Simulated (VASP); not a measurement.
Here is a VASP 6.6.1 calculation.

POSCAR

```
BeS
1.0
    2.4220533760      2.4220533760      0.0000000000
   -2.4220533760      2.4220533760      0.0000000000
    0.0000000000      2.4220533760      2.4431486703
Be S
1 1
Direct
    0.0000000000      0.0000000000      0.0000000000
    0.7500000000      0.2500000000      0.5000000000
```

The input INCAR.step1:

```
SYSTEM = BeS
PREC = Accurate
ENCUT = 520
ISMEAR = 0
SIGMA = 0.01
LREAL = .False.
LASPH = .True.
NELM = 60
NBANDS = 11
GGA = PE
ALGO = Normal
EDIFF = 1E-4
LWAVE = .True.
LCHARG = .False.
```

Contents of INCAR.step2:

```
SYSTEM = BeS
PREC = Accurate
ENCUT = 520
EDIFF = 1E-6
ISMEAR = 0
SIGMA = 0.01
LREAL = .False.
LASPH = .True.
NELM = 60
ALGO = Normal
ISIF = 2
LWAVE = .False.
LCHARG = .False.
METAGGA = R2SCAN
LMIXTAU = .True.
NBANDS = 11
ISTART = 1
```

Contents of KPOINTS:

```
Automatic mesh
0
Gamma
  8 8 8
  0 0 0
```

Potentials or basis: VASP PAW PBE potentials, release 64 (Be, S).

Command:

```sh
$ cat potpaw_PBE.64/Be/POTCAR potpaw_PBE.64/S/POTCAR > POTCAR
$ cp INCAR.step1 INCAR
$ mpirun -np 1 vasp_std > vasp.out
$ cp INCAR.step2 INCAR
$ mpirun -np 1 vasp_std > vasp.out
```

Task: What does it give for the band gap on the k mesh?

Result: 3.54 eV (least direct gap 6.24 eV).

Task: Estimate the pressure.

Result: 0.9 GPa.

Stress tensor (GPa, compression positive):
```
1.21 0.00 0.00
0.00 1.21 0.00
0.00 0.00 0.33
```

Caveat: the cell differs from its parent crystal (film at in-plane strain -0.005); the PAW data sets were made with another functional, which shifts forces and pressure a little. A k mesh can miss the band edges.
